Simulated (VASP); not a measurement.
**Cr: single point with PBEsol**

Cr:

```
CELL_PARAMETERS angstrom
-1.48445 1.48445 1.48445
1.48445 -1.48445 1.48445
1.48445 1.48445 -1.48445
ATOMIC_POSITIONS crystal
Cr 0.00000 0.00000 0.00000
```

| Quantity | Value |
| --- | --- |
| Program | VASP 6.6.1 |
| Task | single point |
| Functional | PBEsol |
| Potentials or basis | VASP PAW PBE potentials, release 64 (Cr_sv) |
| Cutoff | 600 eV |
| k mesh | 10 × 10 × 10 |
| Occupations | fermi-dirac, width 0.05 eV |
| Spin | collinear spin, ferromagnetic start |
| Starting moments | [4.5] μB |
| Fixed moment | 4.5 μB |
| Dipole correction | no |
| Second run | valence_matched |
| Further INCAR settings | ALGO = Normal; EDIFF = 1e-06; NBANDS = 17 |

```
Pressure                                              : 64.1 GPa
Net moment                                            : 4.50 μB per cell
Site moments                                          : Cr +3.52 μB
Valence electrons inside the program's atomic spheres : Cr 11.94
```

Wall time 12 s on 1 thread of Intel(R) Xeon(R) 6975P-C (Granite Rapids) (shared host), peak memory 0.15 GiB.

Caveat: the PAW data sets were made with another functional, which shifts forces and pressure a little; the total moment is fixed, so each spin has its own Fermi level.
